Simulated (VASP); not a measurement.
# ZnCu (R-3m) in VASP: further runs

ZnCu is run at these levels: PBEsol; tasks: single point.

Program: VASP 6.6.1. These are calculated values, not measurements. Logs are shortened: lines on timing, memory, paths and dates and some standing lists are left out, and cuts for length are marked.

**1. The cell of the first run**

The structure is trigonal, space group R-3m (No. 166). The conventional cell has a = 3.405 Å, b = 3.405 Å, c = 7.935 Å, α = 90.00°, β = 90.00°, γ = 120.00°. Within 3.1 Å of Zn (site symmetry -3m) lie 6 Cu at 2.37 Å. Within 3.1 Å of Cu (site symmetry -3m) lie 6 Zn at 2.37 Å.

**2. Single point, PBEsol (13.28 Å³/atom)**

Input file INCAR:

```
SYSTEM = ZnCu
ALGO = Fast
EDIFF = 1E-6
ENCUT = 520
GGA = PS
ISIF = 2
ISMEAR = 0
LASPH = .True.
LCHARG = .False.
LREAL = .False.
LWAVE = .False.
NBANDS = 18
NELM = 80
PREC = Accurate
SIGMA = 0.15
```

Input file KPOINTS:

```
k-points
0
Gamma
  18 18 18
  0 0 0
```

Input file POSCAR:

```
ZnCu
1.0
    3.1320349067      0.7245674543      0.7245674543
    0.7245674543      3.1320349067      0.7245674543
    0.7245674543      0.7245674543      3.1320349067
Zn Cu
1 1
Direct
    0.5000000000      0.5000000000      0.5000000000
    0.0000000000      0.0000000000      0.0000000000
```

Potentials or basis: VASP PAW PBE potentials, release 64 (Zn, Cu).

Run with:

```console
> cat potpaw_PBE.64/Zn/POTCAR potpaw_PBE.64/Cu/POTCAR > POTCAR
> mpirun -np 1 vasp_std > vasp.out
```

OUTCAR:

```text
SYSTEM = ZnCu
   EDIFF = 1E-6
   ENCUT = 520
   GGA = PS
   ISIF = 2
   ISMEAR = 0
   LASPH = .True.
   LREAL = .False.
   NELM = 80
   PREC = Accurate

 ion  position               nearest neighbor table
   1  0.500  0.500  0.500-   2 2.37   2 2.37   2 2.37   2 2.37   2 2.37   2 2.37
   2  0.000  0.000  0.000-   1 2.37   1 2.37   1 2.37   1 2.37   1 2.37   1 2.37

  LATTYP: Found a trigonal (rhomboedric) cell.
 ALAT       =     3.2953965844
 COS(alpha) =     0.4662898350

  Lattice vectors:

 A1 = (   3.1320349067,   0.7245674543,   0.7245674543)
 A2 = (   0.7245674543,   3.1320349067,   0.7245674543)
 A3 = (   0.7245674543,   0.7245674543,   3.1320349067)

Analysis of symmetry for initial positions (statically):
=====================================================================
 Subroutine PRICEL returns:
 Original cell was already a primitive cell.

 Routine SETGRP: Setting up the symmetry group for a
 trigonal (rhombohedral) supercell.

 Subroutine GETGRP returns: Found 12 space group operations
 (whereof 12 operations were pure point group operations)
 out of a pool of 12 trial point group operations.

The static configuration has the point symmetry D_3d.

Analysis of symmetry for dynamics (positions and initial velocities):
=====================================================================
 Subroutine PRICEL returns:
 Original cell was already a primitive cell.

 Routine SETGRP: Setting up the symmetry group for a
 trigonal (rhombohedral) supercell.

 Subroutine GETGRP returns: Found 12 space group operations
 (whereof 12 operations were pure point group operations)
 out of a pool of 12 trial point group operations.

The dynamic configuration has the point symmetry D_3d.

 Subroutine INISYM returns: Found 12 space group operations
 (whereof 12 operations are pure point group operations),
 and found     1 'primitive' translations

----------------------------------------------------------------------------------------

                                     Primitive cell

  volume of cell :      26.5520

  direct lattice vectors                    reciprocal lattice vectors
     3.132034907  0.724567454  0.724567454     0.349677789 -0.065696466 -0.065696466
     0.724567454  3.132034907  0.724567454    -0.065696466  0.349677789 -0.065696466
     0.724567454  0.724567454  3.132034907    -0.065696466 -0.065696466  0.349677789

  length of vectors
     3.295396584  3.295396584  3.295396584     0.361810182  0.361810182  0.361810182

  position of ions in fractional coordinates (direct lattice)
     0.500000000  0.500000000  0.500000000
     0.000000000  0.000000000  0.000000000

  ion indices of the primitive-cell ions
   primitive index   ion index
                 1           1
                 2           2

----------------------------------------------------------------------------------------

 KPOINTS: k-points

Automatic generation of k-mesh.
 Grid dimensions read from file:
 generate k-points for:   18   18   18

 Generating k-lattice:

  Cartesian coordinates                     Fractional coordinates (reciprocal lattice)
     0.019426544 -0.003649804 -0.003649804     0.055555556 -0.000000000 -0.000000000
    -0.003649804  0.019426544 -0.003649804    -0.000000000  0.055555556 -0.000000000
    -0.003649804 -0.003649804  0.019426544    -0.000000000 -0.000000000  0.055555556

  Length of vectors
     0.020100566  0.020100566  0.020100566

  Shift w.r.t. Gamma in fractional coordinates (k-lattice)
     0.000000000  0.000000000  0.000000000

 Subroutine IBZKPT returns following result:
 ===========================================

 Found    580 irreducible k-points:

 Following reciprocal coordinates:
            Coordinates               Weight
  0.000000  0.000000  0.000000      1.000000
  0.055556 -0.000000 -0.000000      6.000000
  0.111111 -0.000000 -0.000000      6.000000
  0.166667 -0.000000  0.000000      6.000000
  0.222222 -0.000000 -0.000000      6.000000
  0.277778 -0.000000 -0.000000      6.000000
[... 16 lines left out ...]
 -0.277778  0.055556  0.000000     12.000000
 -0.222222  0.055556 -0.000000     12.000000
 [... further k-points ...]
   k-points           NKPTS =    580   k-points in BZ     NKDIM =    580   number of bands    NBANDS=     18
   number of dos      NEDOS =    301   number of ions     NIONS =      2
   total plane-waves  NPLWV =  21952
   dimension x,y,z NGX =    28 NGY =   28 NGZ =   28
   dimension x,y,z NGXF=    56 NGYF=   56 NGZF=   56
   ions per type =               1   1
   NGX,Y,Z   is equivalent  to a cutoff of  14.13, 14.13, 14.13 a.u.
   NGXF,Y,Z  is equivalent  to a cutoff of  28.25, 28.25, 28.25 a.u.
 SYSTEM =  ZnCu
   PREC   = accura    normal or accurate (medium, high low for compatibility)
   ISTART =      0    job   : 0-new  1-cont  2-samecut
   ICHARG =      2    charge: 1-file 2-atom 10-const
   ISPIN  =      1    spin polarized calculation?
   LNONCOLLINEAR =      F non collinear calculations
   LSORBIT =      F    spin-orbit coupling
   LASPH  =      T    aspherical Exc in radial PAW
   ENCUT  =  520.0 eV  38.22 Ry    6.18 a.u.   6.13  6.13  6.13*2*pi/ulx,y,z
   NELM   =     80;   NELMIN=  2; NELMDL= -5     # of ELM steps
   EDIFF  = 0.1E-05   stopping-criterion for ELM
   LREAL  =      F    real-space projection
   EDIFFG = 0.1E-04   stopping-criterion for IOM
   NSW    =      0    number of steps for IOM
   IBRION =     -1    ionic relax: 0-MD 1-quasi-New 2-CG
   NFREE  =      0    steps in history (QN), initial steepest desc. (CG)
   ISIF   =      2    stress and relaxation
   ISYM   =      2    0-nonsym 1-usesym 2-fastsym
   POTIM  = 0.5000    time-step for ionic-motion
   TEBEG  =    0.0;   TEEND  =   0.0 temperature during run
   PSTRESS=    0.0 pullay stress
   NELECT =      23.0000    total number of electrons
   NUPDOWN=      -1.0000    fix difference up-down
   EMIN   =  10.00;   EMAX   =-10.00  energy-range for DOS
   EFERMI =   0.00;   METHOD = LEGACY
   ISMEAR =     0;   SIGMA  =   0.15  broadening in eV -4-tet -1-fermi 0-gaus
   EFERMI_NEDOS =   21; number of points for ismear=-14 and -15
   IALGO  =     68    algorithm
   IMIX   =      4    mixing-type and parameters
     AMIX     =   0.40;   BMIX     =  1.00
     AMIX_MAG =   1.60;   BMIX_MAG =  1.00
  volume/ion in A,a.u.               =      13.28        89.59
  Fermi-wavevector in a.u.,A,eV,Ry     =   1.560576  2.949062 33.135610  2.435399
  Thomas-Fermi vector in A             =   2.663768
   LORBIT       =      0    0 simple, 1 ext, 2 COOP (PROOUT), +10 PAW based schemes
   GGA     = PS    functional components
   LHFCALC =     F    Hartree Fock is set to
   AEXX    =    0.0000 exact exchange contribution
   IVDW    =     0    specifies the selected vdW correction
   LEPSILON=     F    determine dielectric tensor
   LRPA    =     F    only Hartree local field effects (RPA)
 non-spin polarized calculation
 RMM-DIIS sequential band-by-band and
 Gauss-broadening in eV      SIGMA  =   0.15
  energy-cutoff  :      520.00
  volume of cell :       26.55
 maximum number of plane-waves:       742
 NGX is ok and might be reduce to    28
   NGX = 13   NGY = 13   NGZ = 13

 number of electron      23.0000017 magnetization

 Free energy of the ion-electron system (eV)
  ---------------------------------------------------
  ext. energy  EPLUGINS =         0.00000000
  ---------------------------------------------------
  free energy    TOTEN  =        -5.16235522 eV

  energy without entropy =       -5.15388554  energy(sigma->0) =       -5.15812038

 E-fermi :   5.1641     XC(G=0): -12.2768

 val. band max:        5.1629506831   @ k =  -0.3333   0.5000   0.0556
 cond. band min:       5.1646156205   @ k =  -0.2778   0.1667   0.0556
 fundamental gap:      0.0016649373
 Fermi energy:         5.1640779564

 k-point     1 :       0.0000    0.0000    0.0000
  band No.  band energies     occupation
      1      -5.0637      2.00000
      2      -2.8019      2.00000
      3      -2.8019      2.00000
      4      -2.6551      2.00000
      5      -2.6551      2.00000
      6      -2.5696      2.00000
[... 10 lines left out ...]
     17      18.5074      0.00000
     18      19.4196      0.00000

 k-point     2 :       0.0556   -0.0000   -0.0000
  band No.  band energies     occupation
      1      -5.0002      2.00000
      2      -2.7958      2.00000
      3      -2.7938      2.00000
      4      -2.6538      2.00000
      5      -2.6457      2.00000
      6      -2.5629      2.00000
[... 10 lines left out ...]
     17      19.1256      0.00000
     18      19.8409      0.00000

 k-point     3 :       0.1111   -0.0000   -0.0000
  band No.  band energies     occupation
      1      -4.8108      2.00000
      2      -2.7786      2.00000
      3      -2.7708      2.00000
      4      -2.6500      2.00000
      5      -2.6177      2.00000
      6      -2.5416      2.00000
[... 10 lines left out ...]
     17      19.6440      0.00000
     18      20.1301      0.00000

 k-point     4 :       0.1667   -0.0000    0.0000
  band No.  band energies     occupation
      1      -4.4999      2.00000
      2      -2.7532      2.00000
      3      -2.7362      2.00000
      4      -2.6420      2.00000
      5      -2.5723      2.00000
      6      -2.5049      2.00000
[... 10 lines left out ...]
     17      19.0618      0.00000
     18      19.7449      0.00000

 k-point     5 :       0.2222   -0.0000   -0.0000
  band No.  band energies     occupation
      1      -4.0785      2.00000
      2      -2.7231      2.00000
      3      -2.6953      2.00000
      4      -2.6213      2.00000
      5      -2.5128      2.00000
      6      -2.4540      2.00000
[... 10 lines left out ...]
     17      18.1339      0.00000
     18      19.5831      0.00000

 k-point     6 :       0.2778   -0.0000   -0.0000
  band No.  band energies     occupation
      1      -3.5800      2.00000
      2      -2.6917      2.00000
      3      -2.6536      2.00000
      4      -2.5588      2.00000
      5      -2.4449      2.00000
      6      -2.3932      2.00000
[... 10 lines left out ...]
     17      17.2860      0.00000
     18      19.0679      0.00000

 k-point     7 :       0.3333   -0.0000   -0.0000
  band No.  band energies     occupation
      1      -3.1301      2.00000
      2      -2.6624      2.00000
      3      -2.6160      2.00000
      4      -2.3766      2.00000
      5      -2.3461      2.00000
      6      -2.3220      2.00000
[... 10 lines left out ...]
     17      16.8373      0.00000
     18      18.6441      0.00000

 k-point     8 :       0.3889    0.0000    0.0000
  band No.  band energies     occupation
      1      -2.9232      2.00000
      2      -2.6386      2.00000
      3      -2.5862      2.00000
      4      -2.3175      2.00000
      5      -2.2748      2.00000
      6      -1.7860      2.00000
[... 10 lines left out ...]
     17      16.7858      0.00000
     18      18.3299      0.00000
[... 229 lines left out ...]
     17      17.2971      0.00000
     18      18.5526      0.00000

 k-point    20 :      -0.4444    0.0556    0.0000
  band No.  band energies     occupation
      1      -2.8423      2.00000
      2      -2.6297      2.00000
      3      -2.5607      2.00000
      4      -2.2898      2.00000
      5      -2.2358      2.00000
      6      -0.7761      2.00000
[... 10 lines left out ...]
     17      17.3640      0.00000
     18      18.5789      0.00000

 k-point    21 :      -0.3889    0.0556    0.0000
  band No.  band energies     occupation
      1      -2.8809      2.00000
      2      -2.6438      2.00000
      3      -2.5712      2.00000
      4      -2.3248      2.00000
      5      -2.2696      2.00000
      6      -1.4875      2.00000
[... 10 lines left out ...]
     17      17.4005      0.00000
     18      18.7851      0.00000

 k-point    22 :      -0.3333    0.0556    0.0000
  band No.  band energies     occupation
      1      -3.0151      2.00000
      2      -2.6646      2.00000
      3      -2.5935      2.00000
      4      -2.4039      2.00000
      5      -2.3261      2.00000
      6      -2.0974      2.00000
[... 10 lines left out ...]
     17      17.4219      0.00000
     18      19.1554      0.00000

 k-point    23 :      -0.2778    0.0556    0.0000
  band No.  band energies     occupation
      1      -3.3819      2.00000
      2      -2.6900      2.00000
      3      -2.6261      2.00000
      4      -2.5477      2.00000
      5      -2.4012      2.00000
      6      -2.3396      2.00000
[... 10 lines left out ...]
     17      17.4841      0.00000
     18      19.6595      0.00000

 k-point    24 :      -0.2222    0.0556   -0.0000
  band No.  band energies     occupation
      1      -3.8765      2.00000
      2      -2.7187      2.00000
      3      -2.6659      2.00000
      4      -2.6237      2.00000
      5      -2.4755      2.00000
      6      -2.4203      2.00000
[... 10 lines left out ...]
     17      17.9356      0.00000
     18      20.2594      0.00000

 [... further k-points ...]

------------------------ aborting loop because EDIFF is reached ----------------------------------------

  FORCE on cell =-STRESS in cart. coord.  units (eV):
  Direction    XX          YY          ZZ          XY          YZ          ZX
  --------------------------------------------------------------------------------------
  -------------------------------------------------------------------------------------
  Total        1.8420673      1.8420673      1.8420673     -0.1624634     -0.1624634     -0.1624634
  in kB      111.1523959    111.1523959    111.1523959     -9.8032248     -9.8032248     -9.8032248
  external PRESSURE =     111.1523959 kB  Pullay stress =       0.0000000 kB

 VOLUME and BASIS-vectors are now :
 -----------------------------------------------------------------------------
  energy-cutoff  :      520.00
  volume of cell :       26.55
      direct lattice vectors                 reciprocal lattice vectors
     3.132034907  0.724567454  0.724567454     0.349677789 -0.065696466 -0.065696466
     0.724567454  3.132034907  0.724567454    -0.065696466  0.349677789 -0.065696466
     0.724567454  0.724567454  3.132034907    -0.065696466 -0.065696466  0.349677789

 POSITION                                       TOTAL-FORCE (eV/Angst)
 -----------------------------------------------------------------------------------
      2.29058      2.29058      2.29058         0.000000     -0.000000     -0.000000
      0.00000      0.00000      0.00000        -0.000000      0.000000      0.000000
 -----------------------------------------------------------------------------------
    total drift:                                0.000000      0.000000      0.000000

  FREE ENERGIE OF THE ION-ELECTRON SYSTEM (eV)
  ---------------------------------------------------
  free  energy   TOTEN  =        -5.1623552249 eV

  energy  without entropy=       -5.1538855447  energy(sigma->0) =       -5.15812038
```

It took 3 min on 1 thread of Intel Xeon 6975P-C (Granite Rapids), shared host; peak memory 0.4 GiB.

What came out:

```yaml
Free_energy: -5.1624 eV
Pressure: 11.1 GPa
Band_gap_on_the_k_mesh: zero (an odd number of electrons rules out a gap without spin polarisation)
```

Caveat: the cell stands under pressure; the PAW data sets were made with another functional, which shifts forces and pressure a little.

**3. Single point, PBEsol (12.29 Å³/atom)**

This run uses another cell than the first one, of 12.29 Å³/atom.

Input file INCAR:

```
SYSTEM = ZnCu
  PREC = Accurate
  ENCUT = 520
  EDIFF = 1E-7
  ISMEAR = 0
  SIGMA = 0.15
  LREAL = .FALSE.
  LASPH = .TRUE.
  NELM = 60
  ALGO = Fast
  ISIF = 2
  LWAVE = .FALSE.
  LCHARG = .TRUE.
  GGA = PS
  LELF = .TRUE.
  LVHAR = .TRUE.
  NBANDS = 18
```

Input file KPOINTS:

```
Automatic mesh
0
G
  18 18 18
  0 0 0
```

Input file POSCAR:

```
ZnCu
1.0
    3.0526839987      0.7062103519      0.7062103519
    0.7062103519      3.0526839987      0.7062103519
    0.7062103519      0.7062103519      3.0526839987
Zn Cu
1 1
Direct
    0.5000000000      0.5000000000      0.5000000000
    0.0000000000      0.0000000000      0.0000000000
```

Potentials or basis: VASP PAW PBE potentials, release 64 (Zn, Cu).

Run with:

```console
> cat potpaw_PBE.64/Zn/POTCAR potpaw_PBE.64/Cu/POTCAR > POTCAR
> mpirun -np 1 vasp_std > vasp.out
```

Run time: 5.8 min. Hardware: 1 thread of Intel Xeon 8259CL, shared host; peak memory 0.36 GiB.

Results (log left out):

- Free energy: -4.9727 eV
- Pressure: 22.2 GPa
- Band gap on the k mesh: zero (an odd number of electrons rules out a gap without spin polarisation)

Stress tensor (GPa, compression positive):
```
22.23 -1.44 -1.44
-1.44 22.23 -1.44
-1.44 -1.44 22.23
```

Levels at points of the mesh, in eV from the Fermi level:
| k point | band 7 | band 8 | band 9 | band 10 | band 11 | band 12 | band 13 | band 14 | band 15 | band 16 |
| --- | --- | --- | --- | --- | --- | --- | --- | --- | --- | --- |
| (0.00, 0.00, 0.00) | -3.68 | -3.68 | -3.62 | -3.25 | -3.25 | 8.12 | 8.12 | 9.33 | 12.59 | 13.83 |
| (0.50, 0.00, 0.00) | -4.98 | -4.42 | -4.30 | -3.61 | -3.53 | -2.53 | 9.53 | 9.69 | 9.84 | 10.11 |
| (0.50, 0.50, 0.00) | -3.88 | -3.65 | -3.41 | -3.40 | -3.17 | -0.17 | 1.94 | 2.87 | 7.09 | 8.62 |
| (0.50, 0.50, 0.50) | -4.45 | -4.44 | -4.44 | -3.52 | -3.52 | -2.21 | 9.02 | 9.02 | 9.20 | 9.20 |

Caveat: the cell stands under pressure; the PAW data sets were made with another functional, which shifts forces and pressure a little.
